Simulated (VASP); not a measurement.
Sn2Sb, 3 atoms in the cell. Symmetry: R3m, No. 160, trigonal system. The conventional cell has a = 4.234 Å, b = 4.234 Å, c = 17.621 Å, α = 90.00°, β = 90.00°, γ = 120.00°. Sn (site symmetry 3m) has 4 Sb at 3.08 to 4.00 Å and 10 Sn at 3.21 to 4.23 Å within 4.3 Å. Sn (site symmetry 3m) has 3 Sb at 3.11 Å and 10 Sn at 3.21 to 4.23 Å within 4.3 Å. Within 4.3 Å of Sb (site symmetry 3m) lie 7 Sn at 3.08 to 4.00 Å and 6 Sb at 4.23 Å. 

| Property | Result |
| --- | --- |
| Program | VASP 6.6.1 |
| Task | single point |
| Functional | PBE |
| Potentials or basis | VASP PAW PBE potentials, release 64 (Sn_d, Sb) |
| Cutoff | 520 eV |
| k mesh | 12 × 12 × 12 |
| Occupations | gaussian, width 0.1 eV |
| Spin | no spin polarisation |
| Dipole correction | no |
| Further INCAR settings | ALGO = Fast; EDIFF = 1e-06; NBANDS = 24 |

Potentials or basis: VASP PAW PBE potentials, release 64 (Sn_d, Sb).

Run with:

```sh
$ cat potpaw_PBE.64/Sn_d/POTCAR potpaw_PBE.64/Sb/POTCAR > POTCAR
$ mpirun -np 1 vasp_std > vasp.out
```

Hardware: 1 thread of Intel(R) Xeon(R) Platinum 8488C (Sapphire Rapids), with other jobs on the host.

Question: How long does it take, and how much memory?

Answer: Wall time 6.8 min on 1 thread of Intel(R) Xeon(R) Platinum 8488C (Sapphire Rapids) (shared host), peak memory 0.59 GiB. Counts: scf iterations 12, k points 189.
